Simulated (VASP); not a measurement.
Write the native input for VASP 6.6.1 that does the following.

```
Task                   : relaxation of cell and atoms
Functional             : PBE
Potentials or basis    : VASP PAW PBE potentials, release 64 (Ta_pv, As)
Cutoff                 : 600 eV
k mesh                 : 6 × 6 × 4
Occupations            : gaussian, width 0.1 eV
Spin                   : no spin polarisation
Dipole correction      : no
Further INCAR settings : ALGO = Normal; EDIFF = 1e-07; IBRION = 2; EDIFFG = -0.04; NSW = 90; ISIF = 3
```

The structure of TaAs lies in POSCAR:

```
TaAs
1.0
    3.8814600000      0.0000000000      0.0000000000
   -1.9407300000      3.3614429600      0.0000000000
    0.0000000000      0.0000000000      5.8504443400
Ta As
2 2
Direct
    0.3333333300      0.6666666700      0.7500000000
    0.6666666700      0.3333333300      0.2500000000
    0.0000000000      0.0000000000      0.2500000000
    0.0000000000      0.0000000000      0.7500000000
```

The cell was built from a structure type or drawn by symmetry, and may not be a known phase.

These files were run (other wordings do the same):

INCAR

```
ALGO = Normal ; EDIFF = 1E-7
EDIFFG = -0.04 ; ENCUT = 600
GGA = PE ; IBRION = 2
ISIF = 3 ; ISMEAR = 0
LASPH = T ; LCHARG = F
LREAL = F ; LWAVE = F
NELM = 80 ; NSW = 90
PREC = Accurate ; SIGMA = 0.1
```

KPOINTS

```
k-points
0
Gamma
  6 6 4
```

Potentials or basis: VASP PAW PBE potentials, release 64 (Ta_pv, As).

Launch:

```console
$ cat potpaw_PBE.64/Ta_pv/POTCAR potpaw_PBE.64/As/POTCAR > POTCAR
$ mpirun -np 1 vasp_std > vasp.out
```

Results of the run:

```yaml
Relaxed_volume: 21.63 Å³/atom
Relaxed_cell: a = 4.328 Å, b = 4.328 Å, c = 5.335 Å, α = 90.00°, β = 90.00°, γ = 120.00°
Space_group_after_relaxing_to_0.1_Å: P6_3/mmc (No. 194)
Pressure_after_relaxing: -0.1 GPa
Band_gap_on_the_k_mesh: zero (bands 16 and 17 overlap by 1.57 eV)
```

Caveat: spin-orbit coupling is left out, which moves the levels of the heavy elements.

Run time: 3.2 min on 1 thread of Intel(R) Xeon(R) 6975P-C (Granite Rapids), with other jobs on the host, peak memory 0.25 GiB.
